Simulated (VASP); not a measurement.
# ZrS in VASP: single point with r2SCAN

Aim: the single point of ZrS with r2SCAN.

All numbers are computed with VASP 6.6.1; they aren't measurements. Logs are shortened: lines on timing, memory, paths and dates and some standing lists are left out, and cuts for length are marked.

## Step 1: The cell of the first run

The cell holds a wire or tube with vacuum around it, 4 atoms: a = 11.500 Å, b = 9.300 Å, c = 4.923 Å, α = 90.00°, β = 90.00°, γ = 90.00°.

## Step 2: Single point, r2SCAN, collinear spin

Input file POSCAR:

```
ZrS
1.0
   11.5000000000      0.0000000000      0.0000000000
    0.0000000000      9.3000000000      0.0000000000
    0.0000000000      0.0000000000      4.9225141607
Zr S
2 2
Direct
    0.4129928426      0.5000000000      0.0000000000
    0.5870071574      0.5000000000      0.5000000000
    0.3726715066      0.5000000000      0.5000000000
    0.6273284934      0.5000000000      0.0000000000
```

Input file INCAR.step1:

```
PREC = Accurate
ENCUT = 520
ISMEAR = 0
SIGMA = 0.05
LREAL = F
LASPH = T
NELM = 150
ISPIN = 2
MAGMOM = 1.5 1.5 0.5 0.5
LMAXMIX = 4
NBANDS = 30
GGA = PE
ALGO = Normal
EDIFF = 1E-4
LWAVE = T
LCHARG = F
```

Input file INCAR.step2:

```
PREC = Accurate
ENCUT = 520
EDIFF = 1E-6
ISMEAR = 0
SIGMA = 0.05
LREAL = F
LASPH = T
NELM = 150
ALGO = Normal
ISIF = 2
LWAVE = F
LCHARG = F
ISPIN = 2
MAGMOM = 1.5 1.5 0.5 0.5
LORBIT = 11
LMAXMIX = 4
METAGGA = R2SCAN
LMIXTAU = T
NBANDS = 30
ISTART = 1
```

Input file KPOINTS:

```
Automatic mesh
0
Gamma
  1 1 14
```

Potentials or basis: VASP PAW PBE potentials, release 64 (Zr_sv, S).

Run with:

```sh
$ cat potpaw_PBE.64/Zr_sv/POTCAR potpaw_PBE.64/S/POTCAR > POTCAR
$ cp INCAR.step1 INCAR
$ mpirun -np 1 vasp_std > vasp.out
$ cp INCAR.step2 INCAR
$ mpirun -np 1 vasp_std > vasp.out
```

OUTCAR:

```text
PREC = Accurate
   ENCUT = 520
   EDIFF = 1E-6
   ISMEAR = 0
   LREAL = F
   LASPH = T
   NELM = 150
   ISIF = 2
   ISPIN = 2
   LORBIT = 11
   METAGGA = R2SCAN
   ISTART = 1

 ion  position               nearest neighbor table
   1  0.413  0.500  0.000-   4 2.46   3 2.50   3 2.50   2 3.17   2 3.17
   2  0.587  0.500  0.500-   3 2.46   4 2.50   4 2.50   1 3.17   1 3.17
   3  0.373  0.500  0.500-   2 2.46   1 2.50   1 2.50
   4  0.627  0.500  0.000-   1 2.46   2 2.50   2 2.50

  LATTYP: Found a simple orthorhombic cell.
 ALAT       =     4.9225141607
 B/A-ratio  =     1.8892784655
 C/A-ratio  =     2.3362045541

  Lattice vectors:

 A1 = (   0.0000000000,   0.0000000000,  -4.9225141607)
 A2 = (   0.0000000000,   9.3000000000,   0.0000000000)
 A3 = (  11.5000000000,   0.0000000000,   0.0000000000)

Analysis of symmetry for initial positions (statically):
=====================================================================
 Subroutine PRICEL returns:
 Original cell was already a primitive cell.

 Routine SETGRP: Setting up the symmetry group for a
 simple orthorhombic supercell.

 Subroutine GETGRP returns: Found  8 space group operations
 (whereof  4 operations were pure point group operations)
 out of a pool of  8 trial point group operations.

The static configuration has the point symmetry C_2v.
 The point group associated with its full space group is D_2h.

Analysis of symmetry for dynamics (positions and initial velocities):
=====================================================================
 Subroutine PRICEL returns:
 Original cell was already a primitive cell.

 Routine SETGRP: Setting up the symmetry group for a
 simple orthorhombic supercell.

 Subroutine GETGRP returns: Found  8 space group operations
 (whereof  4 operations were pure point group operations)
 out of a pool of  8 trial point group operations.

The dynamic configuration has the point symmetry C_2v.
 The point group associated with its full space group is D_2h.

Analysis of structural, dynamic, and magnetic symmetry:
=====================================================================
 Subroutine PRICEL returns:
 Original cell was already a primitive cell.

 Routine SETGRP: Setting up the symmetry group for a
 simple orthorhombic supercell.

 Subroutine GETGRP returns: Found  8 space group operations
 (whereof  4 operations were pure point group operations)
 out of a pool of  8 trial point group operations.

The overall configuration has the point symmetry C_2v.
 The point group associated with its full space group is D_2h.

 Subroutine INISYM returns: Found  8 space group operations
 (whereof  4 operations are pure point group operations),
 and found     1 'primitive' translations

----------------------------------------------------------------------------------------

                                     Primitive cell

  volume of cell :     526.4629

  direct lattice vectors                    reciprocal lattice vectors
    11.500000000  0.000000000  0.000000000     0.086956522  0.000000000  0.000000000
     0.000000000  9.300000000  0.000000000     0.000000000  0.107526882  0.000000000
     0.000000000  0.000000000  4.922514161     0.000000000  0.000000000  0.203148222

  length of vectors
    11.500000000  9.300000000  4.922514161     0.086956522  0.107526882  0.203148222

  position of ions in fractional coordinates (direct lattice)
     0.412992843  0.500000000  0.000000000
     0.587007157  0.500000000  0.500000000
     0.372671507  0.500000000  0.500000000
     0.627328493  0.500000000  0.000000000

  ion indices of the primitive-cell ions
   primitive index   ion index
                 1           1
                 2           2
                 3           3
                 4           4

----------------------------------------------------------------------------------------

 KPOINTS: Automatic mesh

Automatic generation of k-mesh.
 Grid dimensions read from file:
 generate k-points for:    1    1   14

 Generating k-lattice:

  Cartesian coordinates                     Fractional coordinates (reciprocal lattice)
     0.086956522  0.000000000  0.000000000     1.000000000  0.000000000  0.000000000
     0.000000000  0.107526882  0.000000000     0.000000000  1.000000000  0.000000000
     0.000000000  0.000000000  0.014510587     0.000000000  0.000000000  0.071428571

  Length of vectors
     0.086956522  0.107526882  0.014510587

  Shift w.r.t. Gamma in fractional coordinates (k-lattice)
     0.000000000  0.000000000  0.000000000

 Subroutine IBZKPT returns following result:
 ===========================================

 Found      8 irreducible k-points:

 Following reciprocal coordinates:
            Coordinates               Weight
  0.000000  0.000000  0.000000      1.000000
  0.000000  0.000000  0.071429      2.000000
  0.000000  0.000000  0.142857      2.000000
  0.000000  0.000000  0.214286      2.000000
  0.000000  0.000000  0.285714      2.000000
  0.000000  0.000000  0.357143      2.000000
  0.000000  0.000000  0.428571      2.000000
  0.000000  0.000000  0.500000      1.000000
   k-points           NKPTS =      8   k-points in BZ     NKDIM =      8   number of bands    NBANDS=     30
   number of dos      NEDOS =    301   number of ions     NIONS =      4
   total plane-waves  NPLWV = 252000
   dimension x,y,z NGX =    90 NGY =   70 NGZ =   40
   dimension x,y,z NGXF=   180 NGYF=  140 NGZF=   80
   ions per type =               2   2
   NGX,Y,Z   is equivalent  to a cutoff of  13.01, 12.51, 13.51 a.u.
   NGXF,Y,Z  is equivalent  to a cutoff of  26.02, 25.03, 27.02 a.u.
 SYSTEM =  unknown system
   PREC   = accura    normal or accurate (medium, high low for compatibility)
   ISTART =      1    job   : 0-new  1-cont  2-samecut
   ICHARG =      0    charge: 1-file 2-atom 10-const
   ISPIN  =      2    spin polarized calculation?
   LNONCOLLINEAR =      F non collinear calculations
   LSORBIT =      F    spin-orbit coupling
   LASPH  =      T    aspherical Exc in radial PAW
   ENCUT  =  520.0 eV  38.22 Ry    6.18 a.u.  21.38 17.29  9.15*2*pi/ulx,y,z
   NELM   =    150;   NELMIN=  2; NELMDL=  0     # of ELM steps
   EDIFF  = 0.1E-05   stopping-criterion for ELM
   LREAL  =      F    real-space projection
   EDIFFG = 0.1E-04   stopping-criterion for IOM
   NSW    =      0    number of steps for IOM
   IBRION =     -1    ionic relax: 0-MD 1-quasi-New 2-CG
   NFREE  =      0    steps in history (QN), initial steepest desc. (CG)
   ISIF   =      2    stress and relaxation
   ISYM   =      2    0-nonsym 1-usesym 2-fastsym
   POTIM  = 0.5000    time-step for ionic-motion
   TEBEG  =    0.0;   TEEND  =   0.0 temperature during run
   PSTRESS=    0.0 pullay stress
   NELECT =      36.0000    total number of electrons
   NUPDOWN=      -1.0000    fix difference up-down
   EMIN   =  10.00;   EMAX   =-10.00  energy-range for DOS
   EFERMI =   0.00;   METHOD = LEGACY
   ISMEAR =     0;   SIGMA  =   0.05  broadening in eV -4-tet -1-fermi 0-gaus
   EFERMI_NEDOS =   21; number of points for ismear=-14 and -15
   IALGO  =     38    algorithm
   IMIX   =      4    mixing-type and parameters
     AMIX     =   0.40;   BMIX     =  1.00
     AMIX_MAG =   1.60;   BMIX_MAG =  1.00
  volume/ion in A,a.u.               =     131.62       888.19
  Fermi-wavevector in a.u.,A,eV,Ry     =   0.669452  1.265082  6.097677  0.448167
  Thomas-Fermi vector in A             =   1.744672
   LORBIT       =     11    0 simple, 1 ext, 2 COOP (PROOUT), +10 PAW based schemes
   METAGGA = R2SCAN    functional components
   LHFCALC =     F    Hartree Fock is set to
   AEXX    =    0.0000 exact exchange contribution
   IVDW    =     0    specifies the selected vdW correction
   LEPSILON=     F    determine dielectric tensor
   LRPA    =     F    only Hartree local field effects (RPA)
 spin polarized calculation
 Gauss-broadening in eV      SIGMA  =   0.05
  energy-cutoff  :      520.00
  volume of cell :      526.46
 maximum number of plane-waves:     14218
 NGX is ok and might be reduce to    90
   NGX = 43   NGY = 35   NGZ = 19

 number of electron      36.0000002 magnetization       2.5714593

 Free energy of the ion-electron system (eV)
  ---------------------------------------------------
  ext. energy  EPLUGINS =         0.00000000
  ---------------------------------------------------
  free energy    TOTEN  =       -63.05414271 eV

  energy without entropy =      -63.05209970  energy(sigma->0) =      -63.05312121

 E-fermi :  -1.3118     XC(G=0):  -2.7827

 val. band max:       -1.4244052087   @ k =   0.0000   0.0000   0.2143
 cond. band min:      -1.3118286231   @ k =   0.0000   0.0000   0.3571
 fundamental gap:      0.1125765856
 Fermi energy:        -1.3118415677

 spin component 1

 k-point     1 :       0.0000    0.0000    0.0000
  band No.  band energies     occupation
      1     -53.0351      1.00000
      2     -52.9744      1.00000
      3     -30.6246      1.00000
      4     -30.5739      1.00000
      5     -30.5602      1.00000
      6     -30.5443      1.00000
[... 253 lines left out ...]
     29       2.8023      0.00000
     30       2.8023      0.00000
 Fermi energy:        -1.3118415677

 spin component 2

 k-point     1 :       0.0000    0.0000    0.0000
  band No.  band energies     occupation
      1     -52.5356      1.00000
      2     -52.4737      1.00000
      3     -30.2264      1.00000
      4     -30.0392      1.00000
      5     -30.0139      1.00000
      6     -29.6585      1.00000
[... 253 lines left out ...]
     29       3.1884      0.00000
     30       3.1884      0.00000

------------------------ aborting loop because EDIFF is reached ----------------------------------------

  FORCE on cell =-STRESS in cart. coord.  units (eV):
  Direction    XX          YY          ZZ          XY          YZ          ZX
  --------------------------------------------------------------------------------------
  -------------------------------------------------------------------------------------
  Total       -0.0137590     -0.1438782      0.0121065      0.0000000      0.0000000      0.0000000
  in kB       -0.0418727     -0.4378625      0.0368435      0.0000000      0.0000000      0.0000000
  external PRESSURE =      -0.1476305 kB  Pullay stress =       0.0000000 kB

 VOLUME and BASIS-vectors are now :
 -----------------------------------------------------------------------------
  energy-cutoff  :      520.00
  volume of cell :      526.46
      direct lattice vectors                 reciprocal lattice vectors
    11.500000000  0.000000000  0.000000000     0.086956522  0.000000000  0.000000000
     0.000000000  9.300000000  0.000000000     0.000000000  0.107526882  0.000000000
     0.000000000  0.000000000  4.922514161     0.000000000  0.000000000  0.203148222

 POSITION                                       TOTAL-FORCE (eV/Angst)
 -----------------------------------------------------------------------------------
      4.74942      4.65000      0.00000         0.007564      0.000000      0.000000
      6.75058      4.65000      2.46126        -0.007564      0.000000      0.000000
      4.28572      4.65000      2.46126        -0.003388      0.000000      0.000000
      7.21428      4.65000      0.00000         0.003388      0.000000      0.000000
 -----------------------------------------------------------------------------------
    total drift:                                0.000000     -0.000000     -0.000000

  FREE ENERGIE OF THE ION-ELECTRON SYSTEM (eV)
  ---------------------------------------------------
  free  energy   TOTEN  =       -63.0541427139 eV

  energy  without entropy=      -63.0520996997  energy(sigma->0) =      -63.05312121

 total charge

# of ion       s       p       d       tot
------------------------------------------
    1        2.166   5.954   1.689   9.809
    2        2.166   5.954   1.689   9.809
    3        1.319   2.458   0.000   3.777
    4        1.319   2.458   0.000   3.777
--------------------------------------------------
tot          6.969  16.825   3.379  27.173

 magnetization (x)

# of ion       s       p       d       tot
------------------------------------------
    1        0.054  -0.001   0.669   0.723
    2        0.054  -0.001   0.669   0.723
    3       -0.001  -0.043   0.000  -0.044
    4       -0.001  -0.043   0.000  -0.044
--------------------------------------------------
tot          0.107  -0.088   1.338   1.357
```

Wall time 23 min (1 thread of Intel Xeon Platinum 8488C (Sapphire Rapids), shared host); peak memory 0.96 GiB.

Results:

| Property | Result |
| --- | --- |
| Free energy | -63.0541 eV |
| Largest force | 0.008 eV/Å |
| Net moment | 2.57 μB per cell |
| Site moments | Zr +0.72; S -0.04 μB |
| Valence electrons inside the program's atomic spheres | Zr 9.81; S 3.78 |

Forces in eV/Å, atoms in the order of the input:
```
Zr   0.008  0.000  0.000
Zr  -0.008  0.000  0.000
S   -0.003  0.000  0.000
S    0.003  0.000  0.000
```

Levels at points of the mesh, in eV from the Fermi level:
Spin up:
| k point | band 15 | band 16 | band 17 | band 18 | band 19 | band 20 | band 21 | band 22 | band 23 | band 24 |
| --- | --- | --- | --- | --- | --- | --- | --- | --- | --- | --- |
| (0.00, 0.00, 0.00) | -3.97 | -3.77 | -1.71 | -1.47 | -0.79 | -0.33 | 0.11 | 0.76 | 0.87 | 1.98 |
| (0.00, 0.00, 0.50) | -4.38 | -4.38 | -0.80 | -0.80 | 0.65 | 0.65 | 0.86 | 0.86 | 1.87 | 1.87 |
Spin down:
| k point | band 14 | band 15 | band 16 | band 17 | band 18 | band 19 | band 20 | band 21 |
| --- | --- | --- | --- | --- | --- | --- | --- | --- |
| (0.00, 0.00, 0.00) | -3.96 | -3.91 | -3.78 | -1.34 | 0.13 | 0.62 | 0.74 | 1.23 |
| (0.00, 0.00, 0.50) | -4.55 | -4.26 | -4.26 | 0.99 | 0.99 | 1.40 | 1.40 | 1.72 |

Caveat: the PAW data sets were made with another functional, which shifts forces and pressure a little.
